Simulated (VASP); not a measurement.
Here is a VASP 6.6.1 calculation.

Contents of INCAR:

```
PREC = Accurate
ENCUT = 520
EDIFF = 1E-8
ISMEAR = -1
SIGMA = 0.08
LREAL = False
LASPH = True
NELM = 100
ALGO = Normal
ISIF = 2
LWAVE = False
LCHARG = False
GGA = CA
LEFG = True
NBANDS = 18
```

File KPOINTS:

```
regular mesh
0
Gamma
  12 12 7
```

Contents of POSCAR:

```
Y
1.0
    3.6269917924      0.0000000000      0.0000000000
   -1.8134958961      3.1410670315      0.0000000000
    0.0000000000      0.0000000000      5.7088256834
Y
2
Direct
    0.3333333333      0.6666666667      0.2500000000
    0.6666666667      0.3333333333      0.7500000000
```

Potentials or basis: VASP PAW LDA potentials, release 64 (Y_sv).

Command:

```console
$ cat potpaw_LDA.64/Y_sv/POTCAR > POTCAR
$ mpirun -np 1 vasp_std > vasp.out
```

(1) Predict the band gap on the k mesh.

(2) Estimate the pressure.

Answers

(1) zero (band 11 reaches 3.85 eV, above the bottom of band 12 at 2.47 eV).

(2) -3.3 GPa.

Caveat: without QUAD_EFG the Cq values of the log hold for a quadrupole moment of 1 mb, not for the nuclei.
